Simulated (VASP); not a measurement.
A run of VASP 6.6.1:

INCAR

```
PREC = Accurate
ENCUT = 520
EDIFF = 1E-6
ISMEAR = 0
SIGMA = 0.1
LREAL = False
LASPH = True
NELM = 100
ALGO = Fast
ISIF = 2
LWAVE = False
LCHARG = False
LDIPOL = True
IDIPOL = 3
DIPOL = 0.5 0.5 0.500
GGA = PS
NBANDS = 43
```

The input KPOINTS:

```
Automatic mesh
0
Gamma
  13 13 1
```

File POSCAR:

```
W
1.0
    2.7317561333      0.0000000000      0.0000000000
   -0.9105853778      2.5755243819      0.0000000000
    0.0000000000      0.0000000000     23.9218781711
W
5
Direct
    0.5000000000      0.5000000000      0.3165795344
    0.0000000000      0.0000000000      0.4065537785
    0.5000000000      0.5000000000      0.5000000002
    0.0000000000      0.0000000000      0.5934462215
    0.5000000000      0.5000000000      0.6834204655
```

Potentials or basis: VASP PAW PBE potentials, release 64 (W_sv).

Run with:

```bash
$ cat potpaw_PBE.64/W_sv/POTCAR > POTCAR
$ mpirun -np 1 vasp_std > vasp.out
```

Hardware: 1 thread of AMD EPYC 7R43 64-Core Processor (Zen 3), with other jobs on the host.

Q: Estimate the wall time of this run.

A: It took 13 min on 1 thread of AMD EPYC 7R43 64-Core Processor (Zen 3), on a shared host, peak memory 0.37 GiB. Counts: scf iterations 24, k points 49.
